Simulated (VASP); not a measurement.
**AlN: single point with PBE**

AlN:

```
Al N
1.0
     0.08257    2.07702    2.07702
     2.07702    0.08257    2.07702
     2.07702    2.07702    0.08257
Al N
1 1
Direct
  0.50000 0.50000 0.50000
  0.00000 0.00000 0.00000
```

```json
{
 "Program": "VASP 6.6.1",
 "Task": "single point",
 "Functional": "PBE",
 "Potentials or basis": "VASP PAW PBE potentials, release 64 (Al, N)",
 "Cutoff": "520 eV",
 "k mesh": "10 × 10 × 10",
 "Occupations": "gaussian, width 0.05 eV",
 "Spin": "no spin polarisation"
}
```

| Property | Result |
| --- | --- |
| Pressure | 0.2 GPa |
| Band gap on the k mesh | 3.78 eV, indirect (least direct gap 4.88 eV) |

Stress tensor (GPa, compression positive):
```
  0.18 -13.05 -13.05
-13.05   0.18 -13.05
-13.05 -13.05   0.18
```

Levels at points of the mesh, in eV from the valence-band top:
| k point | band 1 | band 2 | band 3 | band 4 | band 5 | band 6 | band 7 | band 8 |
| --- | --- | --- | --- | --- | --- | --- | --- | --- |
| (0.00, 0.00, 0.00) | -17.68 | -0.89 | 0.00 | 0.00 | 4.88 | 10.88 | 12.40 | 12.40 |
| (0.50, 0.00, 0.00) | -14.38 | -8.33 | -1.73 | -1.18 | 5.32 | 10.06 | 10.59 | 12.75 |
| (0.50, 0.50, 0.00) | -13.52 | -7.54 | -3.44 | -2.62 | 3.78 | 5.39 | 13.26 | 16.68 |
| (0.50, 0.50, 0.50) | -14.78 | -8.92 | -0.91 | -0.91 | 6.53 | 11.48 | 11.48 | 12.09 |

Run time: 29 s on 1 thread of AMD EPYC 7R43 64-Core Processor (Zen 3), with other jobs on the host, peak memory 0.11 GiB.

A k mesh can miss the band edges.
